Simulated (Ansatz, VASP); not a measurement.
## Two plane-wave programs on C

Contents of INCAR:

```
PREC = Accurate ; ENCUT = 520
EDIFF = 1E-6 ; ISMEAR = 0
SIGMA = 0.05 ; LREAL = False
LASPH = True ; NELM = 80
ALGO = Normal ; ISIF = 2
LWAVE = False ; LCHARG = False
GGA = CA ; NBANDS = 11
```

File KPOINTS:

```
Automatic mesh
0
Gamma
  12 12 12
```

The input POSCAR:

```
C
1.0
    0.6973314237      2.1916130458      2.1916130458
    2.1916130458      0.6973314237      2.1916130458
    2.1916130458      2.1916130458      0.6973314237
C
2
Direct
    0.5000000000      0.5000000000      0.5000000000
    0.7500000000      0.7500000000      0.7500000000
```

Input for Ansatz:

```yaml
crystal:
  lattice:
    - [0.6973314237, 2.1916130458, 2.1916130458]
    - [2.1916130458, 0.6973314237, 2.1916130458]
    - [2.1916130458, 2.1916130458, 0.6973314237]
  atoms:
    - { symbol: C, position: [0.5, 0.5, 0.5] }
    - { symbol: C, position: [0.75, 0.75, 0.75] }
basis:
  ecutwfc: 420
kpoints:
  mp_grid: { grid: [12, 12, 12] }
hamiltonian:
  xc: lda
scf:
  occupations: { method: gaussian, width: 0.05 }
output:
  forces: true
  stress: true
  eigenvalues: true
```

Alike in both runs: task single point; functional LDA; k mesh 12 × 12 × 12; occupations gaussian, width 0.05 eV; no spin polarisation.

```csv
,VASP,Ansatz
version,VASP 6.6.1,Ansatz 0.2.0
potentials or method,"VASP PAW LDA potentials, release 64 (C), cutoff 520 eV","scalar-relativistic, plane waves, PAW"
valence electrons in the cell,8,8
```

```tsv
	VASP	Ansatz	Ansatz less VASP
gap on the k mesh at the Fermi level (eV)	none	none	-
rms of the force components (eV/Å)	1.876	1.946	+0.0705
```

LDA's correlation is that of Perdew and Zunger in VASP and of Perdew and Wang (1992) in Ansatz. Atom by atom the forces differ by 0.070 eV/Å (rms over components). A gap of «none» marks a metal or a gap that the smearing closes.
